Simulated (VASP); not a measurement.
# Ti3AlB3 (P3m1) in VASP: single point with PBE

Aim: the single point of Ti3AlB3 with PBE.

Everything below comes from runs of VASP 6.6.1. Logs are shortened: lines on timing, memory, paths and dates and some standing lists are left out, and cuts for length are marked.

## Step 1: The cell of the first run

It takes space group P3m1 (No. 156, trigonal). The conventional cell has a = 3.084 Å, b = 3.084 Å, c = 10.303 Å, α = 90.00°, β = 90.00°, γ = 120.00°. Within 2.9 Å of Ti (site symmetry 3m) lie 9 B at 2.22 to 2.42 Å. Ti (site symmetry 3m) has 3 B at 2.14 Å within 2.8 Å. Within 3.2 Å of Ti (site symmetry 3m) lie 6 B at 2.35 to 2.36 Å and 3 Al at 2.88 Å and 7 Ti at 3.08 to 3.17 Å. Al (site symmetry 3m) has 6 Ti at 2.88 to 2.95 Å and 6 Al at 3.08 Å and 2 B at 3.54 to 3.80 Å within 3.9 Å. Within 2.8 Å of B (site symmetry 3m) lie 6 Ti at 2.14 to 2.22 Å. B (site symmetry 3m) has 3 B at 1.78 Å and 6 Ti at 2.36 to 2.41 Å within 2.5 Å. B (site symmetry 3m) has 3 B at 1.78 Å and 6 Ti at 2.35 to 2.42 Å within 2.5 Å.

## Step 2: Single point, PBE

INCAR

```
  PREC = Accurate
  ENCUT = 500
  EDIFF = 1E-6
  ISMEAR = 0
  SIGMA = 0.2
  LREAL = False
  LASPH = True
  NELM = 120
  ALGO = Normal
  ISIF = 2
  LWAVE = False
  LCHARG = False
  GGA = PE
  NBANDS = 33
  GGA_COMPAT = False
```

KPOINTS

```
Automatic mesh
0
Gamma
  6 6 2
```

POSCAR

```
Ti3AlB3
1.0
    3.0844950810      0.0000000000      0.0000000000
   -1.5422475405      2.6712510980      0.0000000000
    0.0000000000      0.0000000000     10.3031076187
Ti Al B
3 1 3
Direct
    0.3333333333      0.6666666667      0.3139680448
    0.6666666667      0.3333333333      0.5584476430
    0.3333333333      0.6666666667      0.0059209515
    0.0000000000      0.0000000000      0.7862234926
    0.0000000000      0.0000000000      0.4424286178
    0.6666666667      0.3333333333      0.1557621430
    0.0000000000      0.0000000000      0.1552491072
```

Potentials or basis: VASP PAW PBE potentials, release 64 (Ti_sv, Al, B).

Command:

```bash
> cat potpaw_PBE.64/Ti_sv/POTCAR potpaw_PBE.64/Al/POTCAR potpaw_PBE.64/B/POTCAR > POTCAR
> mpirun -np 1 vasp_std > vasp.out
```

OUTCAR:

```text
PREC = Accurate
   ENCUT = 500
   EDIFF = 1E-6
   ISMEAR = 0
   LREAL = False
   LASPH = True
   NELM = 120
   ISIF = 2
   GGA = PE

 ion  position               nearest neighbor table
   1  0.333  0.667  0.314-   5 2.22   5 2.22   5 2.22   6 2.41   6 2.41   6 2.41   7 2.42   7 2.42
                             7 2.42
   2  0.667  0.333  0.558-   5 2.14   5 2.14   5 2.14   4 2.95   4 2.95   4 2.95
   3  0.333  0.667  0.006-   7 2.35   7 2.35   7 2.35   6 2.36   6 2.36   6 2.36   4 2.88   4 2.88
                             4 2.88
   4  0.000  0.000  0.786-   3 2.88   3 2.88   3 2.88   2 2.95   2 2.95   2 2.95
   5  0.000  0.000  0.442-   2 2.14   2 2.14   2 2.14   1 2.22   1 2.22   1 2.22
   6  0.667  0.333  0.156-   7 1.78   7 1.78   7 1.78   3 2.36   3 2.36   3 2.36   1 2.41   1 2.41
                             1 2.41
   7  0.000  0.000  0.155-   6 1.78   6 1.78   6 1.78   3 2.35   3 2.35   3 2.35   1 2.42   1 2.42
                             1 2.42

  LATTYP: Found a hexagonal cell.
 ALAT       =     3.0844950810
 C/A-ratio  =     3.3402898524

  Lattice vectors:

 A1 = (   3.0844950810,   0.0000000000,   0.0000000000)
 A2 = (  -1.5422475405,   2.6712510980,   0.0000000000)
 A3 = (   0.0000000000,   0.0000000000,  10.3031076187)

Analysis of symmetry for initial positions (statically):
=====================================================================
 Subroutine PRICEL returns:
 Original cell was already a primitive cell.

 Routine SETGRP: Setting up the symmetry group for a
 hexagonal supercell.

 Subroutine GETGRP returns: Found  6 space group operations
 (whereof  6 operations were pure point group operations)
 out of a pool of 24 trial point group operations.

The static configuration has the point symmetry C_3v.

Analysis of symmetry for dynamics (positions and initial velocities):
=====================================================================
 Subroutine PRICEL returns:
 Original cell was already a primitive cell.

 Routine SETGRP: Setting up the symmetry group for a
 hexagonal supercell.

 Subroutine GETGRP returns: Found  6 space group operations
 (whereof  6 operations were pure point group operations)
 out of a pool of 24 trial point group operations.

The dynamic configuration has the point symmetry C_3v.

 Subroutine INISYM returns: Found  6 space group operations
 (whereof  6 operations are pure point group operations),
 and found     1 'primitive' translations

----------------------------------------------------------------------------------------

                                     Primitive cell

  volume of cell :      84.8921

  direct lattice vectors                    reciprocal lattice vectors
     3.084495081  0.000000000  0.000000000     0.324202170  0.187178210  0.000000000
    -1.542247541  2.671251098  0.000000000     0.000000000  0.374356421  0.000000000
     0.000000000  0.000000000 10.303107619     0.000000000  0.000000000  0.097058095

  length of vectors
     3.084495081  3.084495081 10.303107619     0.374356421  0.374356421  0.097058095

  position of ions in fractional coordinates (direct lattice)
     0.333333333  0.666666667  0.313968045
     0.666666667  0.333333333  0.558447643
     0.333333333  0.666666667  0.005920952
     0.000000000  0.000000000  0.786223493
     0.000000000  0.000000000  0.442428618
     0.666666667  0.333333333  0.155762143
     0.000000000  0.000000000  0.155249107

  ion indices of the primitive-cell ions
   primitive index   ion index
                 1           1
                 2           2
                 3           3
                 4           4
                 5           5
                 6           6
                 7           7

----------------------------------------------------------------------------------------

 KPOINTS: Automatic mesh

Automatic generation of k-mesh.
 Grid dimensions read from file:
 generate k-points for:    6    6    2

 Generating k-lattice:

  Cartesian coordinates                     Fractional coordinates (reciprocal lattice)
     0.054033695  0.031196368  0.000000000     0.166666667  0.000000000  0.000000000
     0.000000000  0.062392737  0.000000000     0.000000000  0.166666667  0.000000000
     0.000000000  0.000000000  0.048529048     0.000000000  0.000000000  0.500000000

  Length of vectors
     0.062392737  0.062392737  0.048529048

  Shift w.r.t. Gamma in fractional coordinates (k-lattice)
     0.000000000  0.000000000  0.000000000

 Subroutine IBZKPT returns following result:
 ===========================================

 Found     14 irreducible k-points:

 Following reciprocal coordinates:
            Coordinates               Weight
  0.000000  0.000000  0.000000      1.000000
  0.166667  0.000000  0.000000      6.000000
  0.333333  0.000000  0.000000      6.000000
  0.500000 -0.000000  0.000000      3.000000
  0.166667  0.166667  0.000000      6.000000
  0.333333  0.166667  0.000000     12.000000
  0.333333  0.333333  0.000000      2.000000
  0.000000  0.000000  0.500000      1.000000
  0.166667  0.000000  0.500000      6.000000
  0.333333  0.000000  0.500000      6.000000
  0.500000 -0.000000  0.500000      3.000000
  0.166667  0.166667  0.500000      6.000000
  0.333333  0.166667  0.500000     12.000000
  0.333333  0.333333  0.500000      2.000000
   k-points           NKPTS =     14   k-points in BZ     NKDIM =     14   number of bands    NBANDS=     33
   number of dos      NEDOS =    301   number of ions     NIONS =      7
   total plane-waves  NPLWV =  46080
   dimension x,y,z NGX =    24 NGY =   24 NGZ =   80
   dimension x,y,z NGXF=    48 NGYF=   48 NGZF=  160
   ions per type =               3   1   3
   NGX,Y,Z   is equivalent  to a cutoff of  12.94, 12.94, 12.91 a.u.
   NGXF,Y,Z  is equivalent  to a cutoff of  25.87, 25.87, 25.82 a.u.
 SYSTEM =  unknown system
   PREC   = accura    normal or accurate (medium, high low for compatibility)
   ISTART =      0    job   : 0-new  1-cont  2-samecut
   ICHARG =      2    charge: 1-file 2-atom 10-const
   ISPIN  =      1    spin polarized calculation?
   LNONCOLLINEAR =      F non collinear calculations
   LSORBIT =      F    spin-orbit coupling
   LASPH  =      T    aspherical Exc in radial PAW
   ENCUT  =  500.0 eV  36.75 Ry    6.06 a.u.   5.62  5.62 18.78*2*pi/ulx,y,z
   NELM   =    120;   NELMIN=  2; NELMDL= -5     # of ELM steps
   EDIFF  = 0.1E-05   stopping-criterion for ELM
   LREAL  =      F    real-space projection
   EDIFFG = 0.1E-04   stopping-criterion for IOM
   NSW    =      0    number of steps for IOM
   IBRION =     -1    ionic relax: 0-MD 1-quasi-New 2-CG
   NFREE  =      0    steps in history (QN), initial steepest desc. (CG)
   ISIF   =      2    stress and relaxation
   ISYM   =      2    0-nonsym 1-usesym 2-fastsym
   POTIM  = 0.5000    time-step for ionic-motion
   TEBEG  =    0.0;   TEEND  =   0.0 temperature during run
   PSTRESS=    0.0 pullay stress
   NELECT =      48.0000    total number of electrons
   NUPDOWN=      -1.0000    fix difference up-down
   EMIN   =  10.00;   EMAX   =-10.00  energy-range for DOS
   EFERMI =   0.00;   METHOD = LEGACY
   ISMEAR =     0;   SIGMA  =   0.20  broadening in eV -4-tet -1-fermi 0-gaus
   EFERMI_NEDOS =   21; number of points for ismear=-14 and -15
   IALGO  =     38    algorithm
   IMIX   =      4    mixing-type and parameters
     AMIX     =   0.40;   BMIX     =  1.00
     AMIX_MAG =   1.60;   BMIX_MAG =  1.00
  volume/ion in A,a.u.               =      12.13        81.84
  Fermi-wavevector in a.u.,A,eV,Ry     =   1.353733  2.558184 24.933929  1.832592
  Thomas-Fermi vector in A             =   2.480963
   LORBIT       =      0    0 simple, 1 ext, 2 COOP (PROOUT), +10 PAW based schemes
   GGA     = PE    functional components
   LHFCALC =     F    Hartree Fock is set to
   AEXX    =    0.0000 exact exchange contribution
   IVDW    =     0    specifies the selected vdW correction
   LEPSILON=     F    determine dielectric tensor
   LRPA    =     F    only Hartree local field effects (RPA)
 non-spin polarized calculation
 Gauss-broadening in eV      SIGMA  =   0.20
  energy-cutoff  :      500.00
  volume of cell :       84.89
 maximum number of plane-waves:      2182
 NGX is ok and might be reduce to    24
   NGX = 11   NGY = 11   NGZ = 37

 number of electron      47.9999991 magnetization

 Free energy of the ion-electron system (eV)
  ---------------------------------------------------
  ext. energy  EPLUGINS =         0.00000000
  ---------------------------------------------------
  free energy    TOTEN  =       -51.68587811 eV

  energy without entropy =      -51.60834793  energy(sigma->0) =      -51.64711302

 E-fermi :   8.0110     XC(G=0): -11.5912

 val. band max:        7.9835525697   @ k =   0.3333   0.0000   0.5000
 cond. band min:       8.0182291982   @ k =   0.3333   0.0000   0.0000
 fundamental gap:      0.0346766285
 Fermi energy:         8.0110320246

 k-point     1 :       0.0000    0.0000    0.0000
  band No.  band energies     occupation
      1     -48.7540      2.00000
      2     -48.2507      2.00000
      3     -48.1387      2.00000
      4     -25.1566      2.00000
      5     -24.8110      2.00000
      6     -24.8110      2.00000
[... 25 lines left out ...]
     32      10.4204      0.00000
     33      11.0856      0.00000

 k-point     2 :       0.1667    0.0000    0.0000
  band No.  band energies     occupation
      1     -48.7437      2.00000
      2     -48.2396      2.00000
      3     -48.1284      2.00000
      4     -25.1423      2.00000
      5     -24.8905      2.00000
      6     -24.8294      2.00000
[... 25 lines left out ...]
     32      10.9128      0.00000
     33      11.4121      0.00000
[... 394 lines left out ...]
     32      11.5310      0.00000
     33      11.7040      0.00000

 k-point    14 :       0.3333    0.3333    0.5000
  band No.  band energies     occupation
      1     -48.7074      2.00000
      2     -48.2006      2.00000
      3     -48.0921      2.00000
      4     -25.0909      2.00000
      5     -25.0302      2.00000
      6     -25.0285      2.00000
[... 25 lines left out ...]
     32      11.2553      0.00000
     33      11.3854      0.00000

------------------------ aborting loop because EDIFF is reached ----------------------------------------

  FORCE on cell =-STRESS in cart. coord.  units (eV):
  Direction    XX          YY          ZZ          XY          YZ          ZX
  --------------------------------------------------------------------------------------
  -------------------------------------------------------------------------------------
  Total        0.0475450      0.0475450      0.1084926      0.0000000     -0.0000000      0.0000000
  in kB        0.8973231      0.8973231      2.0475927      0.0000000     -0.0000000      0.0000000
  external PRESSURE =       1.2807463 kB  Pullay stress =       0.0000000 kB

 VOLUME and BASIS-vectors are now :
 -----------------------------------------------------------------------------
  energy-cutoff  :      500.00
  volume of cell :       84.89
      direct lattice vectors                 reciprocal lattice vectors
     3.084495081  0.000000000  0.000000000     0.324202170  0.187178210  0.000000000
    -1.542247541  2.671251098  0.000000000     0.000000000  0.374356421  0.000000000
     0.000000000  0.000000000 10.303107619     0.000000000  0.000000000  0.097058095

 POSITION                                       TOTAL-FORCE (eV/Angst)
 -----------------------------------------------------------------------------------
     -0.00000      1.78083      3.23485        -0.000000      0.000000     -0.019610
      1.54225      0.89042      5.75375         0.000000     -0.000000      0.002226
     -0.00000      1.78083      0.06100        -0.000000      0.000000     -0.031274
      0.00000      0.00000      8.10055        -0.000000     -0.000000      0.004015
      0.00000      0.00000      4.55839        -0.000000     -0.000000      0.013961
      1.54225      0.89042      1.60483         0.000000     -0.000000      0.020713
      0.00000      0.00000      1.59955         0.000000     -0.000000      0.009968
 -----------------------------------------------------------------------------------
    total drift:                                0.000000     -0.000000     -0.000412

  FREE ENERGIE OF THE ION-ELECTRON SYSTEM (eV)
  ---------------------------------------------------
  free  energy   TOTEN  =       -51.6858781137 eV

  energy  without entropy=      -51.6083479293  energy(sigma->0) =      -51.64711302
```

Run time: 41 s. Hardware: 1 thread of Intel Xeon Platinum 8375C at 2.90GHz (Ice Lake), shared host; peak memory 0.2 GiB.

Results:

* Free energy: -51.6859 eV
* Pressure: 0.1 GPa
* Largest force: 0.031 eV/Å
* Band gap on the k mesh: zero (bands 24 and 25 overlap by 1.15 eV)

Forces on the atoms (eV/Å):
```
Ti   0.000  0.000 -0.020
Ti   0.000  0.000  0.002
Ti   0.000  0.000 -0.031
Al   0.000  0.000  0.004
B    0.000  0.000  0.014
B    0.000  0.000  0.021
B    0.000  0.000  0.010
```

Stress tensor (GPa, compression positive):
```
0.09 0.00 0.00
0.00 0.09 0.00
0.00 0.00 0.20
```

Caveat: the k points lie up to 0.39 Å⁻¹ apart, too coarse for converged energies and pressures of a metal.

The gap in the log of VASP goes by the Fermi energy; the results here count the filled bands.